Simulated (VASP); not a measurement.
# Ag7Br8 (a cell with a defect): single point with PBE+D3(BJ)

Ag7Br8 (a cell with a defect):

```xyz
15
Lattice="0.0000 5.7674 5.7674 5.7674 0.0000 5.7674 5.7674 5.7674 0.0000" Properties=species:S:1:pos:R:3 pbc="T T T"
Ag    2.7917    3.2529    2.5929
Ag    6.9851    5.9621    4.1357
Ag    5.3037    2.3101    5.6679
Ag    8.9206    5.0520    5.7554
Ag    5.6162    8.6458    5.6791
Ag    5.8419    6.1126    8.9174
Ag    8.2643    9.2901    8.8744
Br    0.3593   -0.2701   -0.0356
Br    2.8638    2.3211    0.0911
Br    3.3051    0.2546    2.6257
Br    5.7638    3.0865    2.5564
Br   -0.3692    2.8146    2.5630
Br    2.5931    6.2285    2.3996
Br    2.7372    2.9898    5.4209
Br    5.1849    5.3021    5.7597
```

```yaml
Program: VASP 6.6.1
Task: single point
Functional: PBE
Dispersion: D3(BJ)
Potentials_or_basis: VASP PAW PBE potentials, release 64 (Ag, Br)
Cutoff: 520 eV
k_mesh: 2 × 2 × 2
Occupations: fermi-dirac, width 0.05 eV
Spin: no spin polarisation
```

```
Largest force              : 0.850 eV/Å
Dispersion energy per atom : -0.330 eV
```

Forces in eV/Å, atoms in the order of the input:
```
Ag  -0.224  0.335  0.488
Ag  -0.465  0.427 -0.181
Ag   0.083  0.001 -0.100
Ag   0.435 -0.069  0.427
Ag   0.029 -0.562 -0.612
Ag   0.338 -0.157 -0.060
Ag   0.529 -0.363  0.100
Br  -0.368  0.514  0.108
Br  -0.174  0.489 -0.632
Br  -0.697 -0.132  0.341
Br  -0.348  0.153  0.535
Br   0.279 -0.078  0.775
Br   0.342 -0.492 -0.168
Br  -0.422 -0.346 -0.571
Br   0.664  0.281 -0.451
```

Levels at points of the mesh, in eV from the Fermi level:
```
           k point  band 65  band 66  band 67  band 68  band 69  band 70
(0.00, 0.00, 0.00)    -0.75    -0.49    -0.44     0.38     1.56     1.89
(0.50, 0.00, 0.00)    -0.90    -0.79    -0.66     1.51     2.17     2.68
(0.00, 0.50, 0.00)    -0.96    -0.81    -0.62     1.56     2.19     2.73
(0.00, 0.00, 0.50)    -0.92    -0.80    -0.76     1.88     2.35     2.94
(0.50, 0.50, 0.50)    -0.94    -0.85    -0.74     1.44     2.17     2.66
(0.50, 0.50, 0.00)    -0.84    -0.71    -0.48     1.92     2.37     2.87
(0.00, 0.50, 0.50)    -0.99    -0.87    -0.46     1.77     2.83     3.01
(0.50, 0.00, 0.50)    -0.81    -0.73    -0.48     1.91     2.55     3.19
```

It took 16 min on 1 thread of Intel(R) Xeon(R) Platinum 8259CL CPU @ 2.50GHz (Skylake/Cascade Lake), with other jobs on the host, peak memory 0.6 GiB.

Caveat: the k points lie up to 0.47 Å⁻¹ apart; the cell carries a net charge on a neutralising background, which shifts energy and pressure; the cell is charged against a uniform background, so pressure and absolute levels hang on convention; the atoms stand as in a frame of molecular dynamics.
